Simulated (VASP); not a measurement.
# Cu (I4/mmm) in VASP: further runs, part 2 of 2

VASP 6.6.1.

## 4. Single point, LDA

This run uses another cell than the first one, of 11.48 Å³/atom.

File INCAR:

```
SYSTEM = Cu
  PREC = Accurate
  ENCUT = 820
  EDIFF = 1E-6
  ISMEAR = 0
  SIGMA = 0.15
  LREAL = .False.
  LASPH = .True.
  NELM = 120
  ALGO = Normal
  ISIF = 2
  LWAVE = .False.
  LCHARG = .True.
  LELF = .True.
  LVHAR = .True.
  NBANDS = 16
  GGA_COMPAT = .False.
```

File KPOINTS:

```
Automatic mesh
0
Gamma
  22 22 22
  0 0 0
```

File POSCAR:

```
Cu
1.0
   -1.4452500000      1.4452500000      1.3746000000
    1.4452500000     -1.4452500000      1.3746000000
    1.4452500000      1.4452500000     -1.3746000000
Cu
1
Direct
    0.0000000000      0.0000000000      0.0000000000
```

Potentials or basis: VASP PAW LDA potentials, release 64 (Cu_sv_GW).

Started as:

```bash
cat potpaw_LDA.64/Cu_sv_GW/POTCAR > POTCAR
mpirun -np 1 vasp_std > vasp.out
```

OUTCAR:

```text
SYSTEM = Cu
   PREC = Accurate
   ENCUT = 820
   EDIFF = 1E-6
   ISMEAR = 0
   LREAL = .False.
   LASPH = .True.
   NELM = 120
   ISIF = 2

 ion  position               nearest neighbor table
   1  0.000  0.000  0.000-

  LATTYP: Found a body centered tetragonal cell.
 ALAT       =     2.8905000000
 C/A-ratio  =     0.9511157239

  Lattice vectors:

 A1 = (  -1.4452500000,   1.4452500000,   1.3746000000)
 A2 = (   1.4452500000,  -1.4452500000,   1.3746000000)
 A3 = (   1.4452500000,   1.4452500000,  -1.3746000000)

Analysis of symmetry for initial positions (statically):
=====================================================================
 Subroutine PRICEL returns:
 Original cell was already a primitive cell.

 Routine SETGRP: Setting up the symmetry group for a
 body centered tetragonal supercell.

 Subroutine GETGRP returns: Found 16 space group operations
 (whereof 16 operations were pure point group operations)
 out of a pool of 16 trial point group operations.

The static configuration has the point symmetry D_4h.

Analysis of symmetry for dynamics (positions and initial velocities):
=====================================================================
 Subroutine PRICEL returns:
 Original cell was already a primitive cell.

 Routine SETGRP: Setting up the symmetry group for a
 body centered tetragonal supercell.

 Subroutine GETGRP returns: Found 16 space group operations
 (whereof 16 operations were pure point group operations)
 out of a pool of 16 trial point group operations.

The dynamic configuration has the point symmetry D_4h.

 Subroutine INISYM returns: Found 16 space group operations
 (whereof 16 operations are pure point group operations),
 and found     1 'primitive' translations

----------------------------------------------------------------------------------------

                                     Primitive cell

  volume of cell :      11.4848

  direct lattice vectors                    reciprocal lattice vectors
    -1.445250000  1.445250000  1.374600000     0.000000000  0.345960906  0.363742180
     1.445250000 -1.445250000  1.374600000     0.345960906  0.000000000  0.363742180
     1.445250000  1.445250000 -1.374600000     0.345960906  0.345960906  0.000000000

  length of vectors
     2.463132210  2.463132210  2.463132210     0.501993349  0.501993349  0.489262606

  position of ions in fractional coordinates (direct lattice)
     0.000000000  0.000000000  0.000000000

  ion indices of the primitive-cell ions
   primitive index   ion index
                 1           1

----------------------------------------------------------------------------------------

 KPOINTS: Automatic mesh

Automatic generation of k-mesh.
 Grid dimensions read from file:
 generate k-points for:   22   22   22

 Generating k-lattice:

  Cartesian coordinates                     Fractional coordinates (reciprocal lattice)
     0.000000000  0.015725496  0.016533735     0.045454545 -0.000000000  0.000000000
     0.015725496  0.000000000  0.016533735    -0.000000000  0.045454545  0.000000000
     0.015725496  0.015725496  0.000000000     0.000000000  0.000000000  0.045454545

  Length of vectors
     0.022817879  0.022817879  0.022239209

  Shift w.r.t. Gamma in fractional coordinates (k-lattice)
     0.000000000  0.000000000  0.000000000

 Subroutine IBZKPT returns following result:
 ===========================================

 Found    834 irreducible k-points:

 Following reciprocal coordinates:
            Coordinates               Weight
  0.000000  0.000000  0.000000      1.000000
  0.045455  0.000000 -0.000000      8.000000
  0.090909  0.000000 -0.000000      8.000000
  0.136364  0.000000  0.000000      8.000000
  0.181818  0.000000 -0.000000      8.000000
  0.227273  0.000000  0.000000      8.000000
[... 16 lines left out ...]
  0.500000  0.045455  0.000000     16.000000
 -0.454545  0.045455 -0.000000     16.000000
 [... further k-points ...]
   k-points           NKPTS =    834   k-points in BZ     NKDIM =    834   number of bands    NBANDS=     16
   number of dos      NEDOS =    301   number of ions     NIONS =      1
   total plane-waves  NPLWV =  13824
   dimension x,y,z NGX =    24 NGY =   24 NGZ =   24
   dimension x,y,z NGXF=    48 NGYF=   48 NGZF=   48
   ions per type =               1
   NGX,Y,Z   is equivalent  to a cutoff of  16.20, 16.20, 16.20 a.u.
   NGXF,Y,Z  is equivalent  to a cutoff of  32.40, 32.40, 32.40 a.u.
 SYSTEM =  Cu
   PREC   = accura    normal or accurate (medium, high low for compatibility)
   ISTART =      0    job   : 0-new  1-cont  2-samecut
   ICHARG =      2    charge: 1-file 2-atom 10-const
   ISPIN  =      1    spin polarized calculation?
   LNONCOLLINEAR =      F non collinear calculations
   LSORBIT =      F    spin-orbit coupling
   LASPH  =      T    aspherical Exc in radial PAW
   ENCUT  =  820.0 eV  60.27 Ry    7.76 a.u.   5.75  5.75  5.75*2*pi/ulx,y,z
   NELM   =    120;   NELMIN=  2; NELMDL= -5     # of ELM steps
   EDIFF  = 0.1E-05   stopping-criterion for ELM
   LREAL  =      F    real-space projection
   EDIFFG = 0.1E-04   stopping-criterion for IOM
   NSW    =      0    number of steps for IOM
   IBRION =     -1    ionic relax: 0-MD 1-quasi-New 2-CG
   NFREE  =      0    steps in history (QN), initial steepest desc. (CG)
   ISIF   =      2    stress and relaxation
   ISYM   =      2    0-nonsym 1-usesym 2-fastsym
   POTIM  = 0.5000    time-step for ionic-motion
   TEBEG  =    0.0;   TEEND  =   0.0 temperature during run
   PSTRESS=    0.0 pullay stress
   NELECT =      19.0000    total number of electrons
   NUPDOWN=      -1.0000    fix difference up-down
   EMIN   =  10.00;   EMAX   =-10.00  energy-range for DOS
   EFERMI =   0.00;   METHOD = LEGACY
   ISMEAR =     0;   SIGMA  =   0.15  broadening in eV -4-tet -1-fermi 0-gaus
   EFERMI_NEDOS =   21; number of points for ismear=-14 and -15
   IALGO  =     38    algorithm
   IMIX   =      4    mixing-type and parameters
     AMIX     =   0.40;   BMIX     =  1.00
     AMIX_MAG =   1.60;   BMIX_MAG =  1.00
  volume/ion in A,a.u.               =      11.48        77.50
  Fermi-wavevector in a.u.,A,eV,Ry     =   1.936208  3.658902 51.006883  3.748900
  Thomas-Fermi vector in A             =   2.967084
   LORBIT       =      0    0 simple, 1 ext, 2 COOP (PROOUT), +10 PAW based schemes
   GGA     = CA    functional components
   LHFCALC =     F    Hartree Fock is set to
   AEXX    =    0.0000 exact exchange contribution
   IVDW    =     0    specifies the selected vdW correction
   LEPSILON=     F    determine dielectric tensor
   LRPA    =     F    only Hartree local field effects (RPA)
 non-spin polarized calculation
 Gauss-broadening in eV      SIGMA  =   0.15
  energy-cutoff  :      820.00
  volume of cell :       11.48
 maximum number of plane-waves:       626
   NGX = 11   NGY = 11   NGZ = 11

 number of electron      19.0000004 magnetization

 Free energy of the ion-electron system (eV)
  ---------------------------------------------------
  ext. energy  EPLUGINS =         0.00000000
  ---------------------------------------------------
  free energy    TOTEN  =        -4.80888444 eV

  energy without entropy =       -4.80452936  energy(sigma->0) =       -4.80670690

 E-fermi :   7.5488     XC(G=0): -14.0047

 val. band max:        7.5468034897   @ k =   0.5000   0.2273   0.1364
 cond. band min:       7.5602227057   @ k =   0.5000   0.1818   0.1364
 fundamental gap:      0.0134192160
 Fermi energy:         7.5487739300

 k-point     1 :       0.0000    0.0000    0.0000
  band No.  band energies     occupation
      1    -104.0310      2.00000
      2     -61.9229      2.00000
      3     -61.9181      2.00000
      4     -61.9181      2.00000
      5      -2.0731      2.00000
      6       4.1862      2.00000
[... 8 lines left out ...]
     15      36.1775      0.00000
     16      36.4112      0.00000

 k-point     2 :       0.0455    0.0000   -0.0000
  band No.  band energies     occupation
      1    -104.0306      2.00000
      2     -61.9246      2.00000
      3     -61.9191      2.00000
      4     -61.9191      2.00000
      5      -1.9901      2.00000
      6       4.1936      2.00000
[... 8 lines left out ...]
     15      35.2673      0.00000
     16      35.7917      0.00000
[... 387 lines left out ...]
      5       2.3424      2.00000
      6       3.4995      2.00000
[... 8 lines left out ...]
     15      32.3893      0.00000
     16      41.5749      0.00000

 k-point    24 :      -0.4545    0.0455   -0.0000
  band No.  band energies     occupation
      1    -104.0125      2.00000
      2     -62.0414      2.00000
      3     -61.9641      2.00000
      4     -61.9223      2.00000
      5       2.2769      2.00000
      6       3.5308      2.00000
[... 8 lines left out ...]
     15      32.4589      0.00000
     16      41.8558      0.00000

 [... further k-points ...]
[... 5 lines left out ...]
  --------------------------------------------------------------------------------------
  -------------------------------------------------------------------------------------
  Total       -0.6147470     -0.6147470     -0.6449389      0.0000000      0.0000000      0.0000000
  in kB      -85.7599923    -85.7599923    -89.9718939      0.0000000      0.0000000      0.0000000
  external PRESSURE =     -87.1639595 kB  Pullay stress =       0.0000000 kB

 VOLUME and BASIS-vectors are now :
 -----------------------------------------------------------------------------
  energy-cutoff  :      820.00
  volume of cell :       11.48
      direct lattice vectors                 reciprocal lattice vectors
    -1.445250000  1.445250000  1.374600000     0.000000000  0.345960906  0.363742180
     1.445250000 -1.445250000  1.374600000     0.345960906  0.000000000  0.363742180
     1.445250000  1.445250000 -1.374600000     0.345960906  0.345960906  0.000000000

 POSITION                                       TOTAL-FORCE (eV/Angst)
 -----------------------------------------------------------------------------------
      0.00000      0.00000      0.00000         0.000000      0.000000      0.000000
 -----------------------------------------------------------------------------------
    total drift:                                0.000000      0.000000      0.000000

  FREE ENERGIE OF THE ION-ELECTRON SYSTEM (eV)
  ---------------------------------------------------
  free  energy   TOTEN  =        -4.8088844354 eV

  energy  without entropy=       -4.8045293624  energy(sigma->0) =       -4.80670690
```

Wall time 2.8 min (1 thread of AMD EPYC 9R45 (Zen 5), shared host); peak memory 0.41 GiB.

Results:

- Free energy: -4.8089 eV
- Pressure: -8.7 GPa
- Band gap on the k mesh: zero (an odd number of electrons rules out a gap without spin polarisation)

Stress tensor (GPa, compression positive):
```
-8.58  0.00  0.00
 0.00 -8.58  0.00
 0.00  0.00 -9.00
```

Caveat: the cell stands under tension.

## 5. Summary

| cell | gap on the mesh (eV) | pressure (GPa) |
| --- | --- | --- |
| a = 2.454 Å, angles 107.8, 107.8, 112.8°, 1 atom | none | -6.9 |
| a = 2.452 Å, angles 108.8, 108.8, 110.8°, 1 atom | none | -6.9 |
| a = 2.463 Å, angles 108.1, 108.1, 112.2°, 1 atom | none | -8.7 |

Alike in all rows: task single point; level LDA; potentials or basis VASP PAW LDA potentials, release 64 (Cu_sv_GW); no spin polarisation; k mesh 22 × 22 × 22; cutoff (eV) 820; smearing gaussian 0.15 eV.

Caveats: the cell stands under tension.

Total energies depend on the potentials used, so only differences within one code and one set of settings carry meaning.
